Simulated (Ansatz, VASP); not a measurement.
BN in VASP and in Ansatz

```xyz
4
Lattice="2.5061 0.0000 0.0000 -1.2531 2.1704 0.0000 0.0000 0.0000 6.5924" Properties=species:S:1:pos:R:3 pbc="T T T"
B    -0.2888    0.0427    3.2962
B     0.2893    1.4620    0.0000
N     0.2879   -0.0116    0.0000
N     0.9648    0.6905    3.2962
```

Change from the starting cell: mode 4 frozen in at -0.289 Å and mode 10 at +0.043 Å (largest displacements).

Alike in both runs: task single point; functional PBE; dispersion D3(BJ); k mesh 12 × 12 × 4; occupations methfessel-paxton of order 1, width 0.05 eV; no spin polarisation.

|  | VASP | Ansatz |
| --- | --- | --- |
| version | VASP 6.6.1 | Ansatz 0.2.0 |
| potentials or method | VASP PAW PBE potentials, release 64 (B, N), cutoff 520 eV | scalar-relativistic, plane waves, PAW |
| valence electrons in the cell | 16 | 16 |

|  | VASP | Ansatz | Ansatz less VASP |
| --- | --- | --- | --- |
| gap on the k mesh at the Fermi level (eV) | 3.42 | 3.43 | +0.008 |
| least direct gap on the mesh (eV) | 3.77 | 3.77 | +0.006 |
| pressure (GPa) | 1.3 | 1.3 | -0.02 |
| traceless stress, the component that is largest in VASP (GPa) | 5.55 | 5.45 | -0.101 |
| rms of the force components (eV/Å) | 1.209 | 1.212 | +0.0028 |

Atom by atom the forces differ by 0.003 eV/Å (rms over components).
